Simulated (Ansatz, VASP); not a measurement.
## Ta in VASP and in Ansatz

```
Ta
1.0
     2.90037    0.00000    0.00000
    -1.45019    2.51180    0.00000
     0.00000    0.00000    5.34709
Ta
2
Cartesian
  1.4502 0.8373 4.0103
  0.0000 1.6745 1.3368
```

Change from the starting cell: strain +0.0350 x Voigt [0, 0, 1, 0, 0, 0], atoms carried along.

Alike in both runs: task single point; functional PBEsol; k mesh 18 × 18 × 10; occupations gaussian, width 0.15 eV; no spin polarisation.

```csv
,VASP,Ansatz
version,VASP 6.6.1,Ansatz 0.2.0
potentials or method,"VASP PAW PBE potentials, release 64 (Ta_pv), cutoff 520 eV","scalar-relativistic, plane waves, PAW"
valence electrons in the cell,22,26
```

```tsv
	VASP	Ansatz	Ansatz less VASP
gap on the k mesh at the Fermi level (eV)	none	none	-
pressure (GPa)	-12.1	-12.1	-0.05
traceless stress, the component that is largest in VASP (GPa)	-3.62	-3.63	-0.007
```

VASP's potentials were made for PBE, not for PBEsol. A gap of «none» marks a metal or a gap that the smearing closes. With one functional, cell and mesh, what is left measures potentials, basis and numerics. VASP's potentials hold 22 valence electrons a cell and Ansatz's 26, so a difference there can come from the potentials and not from the codes.

Neither program's run includes spin-orbit coupling.
